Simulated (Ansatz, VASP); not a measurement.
One calculation of In3GaP4, two programs

File INCAR:

```
PREC     = Accurate       # precision mode
ENCUT    = 520            # plane-wave cutoff, eV
EDIFF    = 1E-6           # SCF threshold, eV
ISMEAR   = -1             # smearing method
SIGMA    = 0.02           # smearing width, eV
LREAL    = F              # projectors in reciprocal space
LASPH    = T              # aspherical terms in the spheres
NELM     = 60             # most SCF steps
ALGO     = Normal         # electronic algorithm
ISIF     = 2              # what is computed and relaxed
LWAVE    = F              # write WAVECAR
LCHARG   = F              # write CHGCAR
GGA      = PE             # functional
NBANDS   = 46             # bands
```

The input KPOINTS:

```
regular mesh
0
Gamma
  4 4 4
```

The input POSCAR:

```
In3GaP4
1.0
    5.7923851478      0.0000000000      0.0000000000
    0.0000000000      5.7923851478      0.0000000000
    0.0000000000      0.0000000000      5.7923851478
Ga P In
1 4 3
Direct
    0.0000000000      0.0000000000      0.0000000000
    0.2388565428      0.2388565428      0.2388565428
    0.7611434572      0.7611434572      0.2388565428
    0.7611434572      0.2388565428      0.7611434572
    0.2388565428      0.7611434572      0.7611434572
    0.5000000000      0.5000000000      0.0000000000
    0.5000000000      0.0000000000      0.5000000000
    0.0000000000      0.5000000000      0.5000000000
```

Input for Ansatz:

```yaml
crystal:
  lattice:
    - [5.7923851478, 0.0, 0.0]
    - [0.0, 5.7923851478, 0.0]
    - [0.0, 0.0, 5.7923851478]
  atoms:
    - { symbol: Ga, position: [0.0, 0.0, 0.0] }
    - { symbol: P, position: [0.2388565428, 0.2388565428, 0.2388565428] }
    - { symbol: In, position: [0.5, 0.5, 0.0] }
    - { symbol: P, position: [0.7611434572, 0.7611434572, 0.2388565428] }
    - { symbol: In, position: [0.5, 0.0, 0.5] }
    - { symbol: P, position: [0.7611434572, 0.2388565428, 0.7611434572] }
    - { symbol: In, position: [0.0, 0.5, 0.5] }
    - { symbol: P, position: [0.2388565428, 0.7611434572, 0.7611434572] }
kpoints:
  mp_grid: { grid: [4, 4, 4] }
  band_path:
    path:
      - [[0.0, 0.0, 0.0], [-7.938958774013e-51, 0.5, -6.64986838842e-34], [0.5, 0.5, 1.152643853993e-33], [0.0, 0.0, 0.0], [0.5, 0.5, 0.5], [-7.938958774013e-51, 0.5, -6.64986838842e-34]]
      - [[0.5, 0.5, 0.5], [0.5, 0.5, 1.152643853993e-33]]
    npoints: 10
hamiltonian:
  xc: pbe
scf:
  occupations: { method: fermi_dirac, width: 0.02 }
  n_extra_bands: 6
output:
  forces: true
  stress: true
  eigenvalues: true
```

Alike in both runs: task single point; functional PBE; k mesh 4 × 4 × 4; occupations fermi-dirac, width 0.02 eV; no spin polarisation.

|  | VASP | Ansatz |
| --- | --- | --- |
| version | VASP 6.6.1 | Ansatz 0.2.0 |
| potentials or method | VASP PAW PBE potentials, release 64 (Ga_d, P, In_d) | plane waves, PAW |
| plane-wave cutoff (eV) | 520 | 420 |
| valence electrons in the cell | 72 | 72 |

```csv
,VASP,Ansatz,Ansatz less VASP
gap on the k mesh at the Fermi level (eV),0.78,0.78,+0.003
pressure (GPa),1.8,1.8,+0.05
rms of the force components (eV/Å),0.007,0.006,-0.0012
```
